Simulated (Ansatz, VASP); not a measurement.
# One calculation of Ti, two programs

The input POSCAR:

```
Ti
1.0
    0.0000000000      2.1924000000      1.8676000000
    2.1924000000      0.0000000000      1.8676000000
    2.1924000000      2.1924000000      0.0000000000
Ti
1
Direct
    0.0000000000      0.0000000000      0.0000000000
```

The input INCAR.step1:

```
SYSTEM = Ti
ALGO = Normal ; EDIFF = 1E-4
ENCUT = 520 ; GGA = PE
ISMEAR = 0 ; LASPH = .TRUE.
LCHARG = .FALSE. ; LREAL = .FALSE.
LWAVE = .TRUE. ; NBANDS = 12
NELM = 100 ; PREC = Accurate
SIGMA = 0.15
```

INCAR.step2

```
SYSTEM = Ti
ALGO = Normal ; EDIFF = 1E-6
ENCUT = 520 ; ISIF = 2
ISMEAR = 0 ; ISTART = 1
LASPH = .TRUE. ; LCHARG = .TRUE.
LELF = .TRUE. ; LMIXTAU = .TRUE.
LREAL = .FALSE. ; LVHAR = .TRUE.
LWAVE = .FALSE. ; METAGGA = R2SCAN
NBANDS = 12 ; NELM = 100
PREC = Accurate ; SIGMA = 0.15
```

The input KPOINTS:

```
k-points
0
G
  20 20 20
  0 0 0
```

Input for Ansatz:

```yaml
crystal:
  lattice:
    - [0.0, 2.1924, 1.8676]
    - [2.1924, 0.0, 1.8676]
    - [2.1924, 2.1924, 0.0]
  atoms:
    - { symbol: Ti, position: [0.0, 0.0, 0.0] }
basis:
  ecutwfc: 500
kpoints:
  mp_grid: { grid: [20, 20, 20] }
hamiltonian:
  xc: r2scan
scf:
  occupations: { method: gaussian, width: 0.15 }
output:
  forces: true
  stress: true
  eigenvalues: true
```

Change from the starting cell: strain +0.080 along x and y, -0.080 along z, atoms carried along.

Alike in both runs: task single point; functional r2SCAN; k mesh 20 × 20 × 20; occupations gaussian, width 0.15 eV; no spin polarisation.

|  | VASP | Ansatz |
| --- | --- | --- |
| version | VASP 6.6.1 | Ansatz 0.2.0 |
| potentials or method | VASP PAW PBE potentials, release 64 (Ti_sv), cutoff 520 eV | scalar-relativistic, plane waves, PAW |
| valence electrons in the cell | 12 | 12 |

Ansatz gave:

- gap on the k mesh at the Fermi level (eV): none
- pressure (GPa): -3.8
- traceless stress, the component that is largest in VASP (GPa): 2.56

Q: What did VASP give for the same quantities?

A: gap on the k mesh at the Fermi level (eV): none; pressure (GPa): -3.4; traceless stress, the component that is largest in VASP (GPa): 2.57.

VASP's potentials were made for PBE, not for r2SCAN. A gap of «none» marks a metal or a gap that the smearing closes. The functional is the same, so the differences come from potentials, cutoffs and numerics.
